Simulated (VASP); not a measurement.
Write the native input for VASP 6.6.1 that does the following.

* Task: single point
* Functional: PBE0
* Potentials or basis: VASP PAW PBE potentials, release 64 (In_d, Pd)
* Cutoff: 520 eV
* k mesh: 6 × 6 × 6
* Occupations: fermi-dirac, width 0.05 eV
* Spin: no spin polarisation
* Dipole correction: no
* Grid for exact exchange (PRECFOCK): Normal
* Further INCAR settings: ALGO = Normal; EDIFF = 1e-07; NBANDS = 18
* Share of exact exchange: 0.25

InPd:

```
In Pd
1.0
     3.29355    0.00000    0.00000
     0.00000    3.29355    0.00000
     0.00000    0.00000    3.29355
In Pd
1 1
Direct
  0.00000 0.00000 0.00000
  0.50000 0.50000 0.50000
```

These files were run (other wordings do the same):

POSCAR

```
InPd
1.0
    3.2935535226      0.0000000000      0.0000000000
    0.0000000000      3.2935535226      0.0000000000
    0.0000000000      0.0000000000      3.2935535226
In Pd
1 1
Direct
    0.0000000000      0.0000000000      0.0000000000
    0.5000000000      0.5000000000      0.5000000000
```

INCAR.step1

```
  PREC = Accurate
  ENCUT = 520
  EDIFF = 1E-5
  ISMEAR = -1
  SIGMA = 0.05
  LREAL = False
  LASPH = True
  NELM = 100
  ALGO = Normal
  ISIF = 2
  LWAVE = True
  LCHARG = False
  GGA = PE
  NBANDS = 18
```

INCAR.step2

```
  PREC = Accurate
  ENCUT = 520
  EDIFF = 1E-7
  ISMEAR = -1
  SIGMA = 0.05
  LREAL = False
  LASPH = True
  NELM = 100
  ALGO = Normal
  ISIF = 2
  LWAVE = False
  LCHARG = False
  GGA = PE
  LHFCALC = True
  AEXX = 0.25
  PRECFOCK = Normal
  ISTART = 1
  NBANDS = 18
```

KPOINTS

```
Automatic mesh
0
Gamma
  6 6 6
```

Potentials or basis: VASP PAW PBE potentials, release 64 (In_d, Pd).

Command:

```sh
$ cat potpaw_PBE.64/In_d/POTCAR potpaw_PBE.64/Pd/POTCAR > POTCAR
$ cp INCAR.step1 INCAR
$ mpirun -np 1 vasp_std > vasp.out
$ cp INCAR.step2 INCAR
$ mpirun -np 1 vasp_std > vasp.out
```

Results of the run:

```
Pressure               : -2.4 GPa
Band gap on the k mesh : zero (an odd number of electrons rules out a gap without spin polarisation)
```

Caveat: the PAW data sets were made with another functional, which shifts forces and pressure a little; spin-orbit coupling is left out, which moves the levels of the heavy elements.

Run time: 65 min on 1 thread of Oxide Virtual Turin-like Processor, with other jobs on the host, peak memory 0.14 GiB.
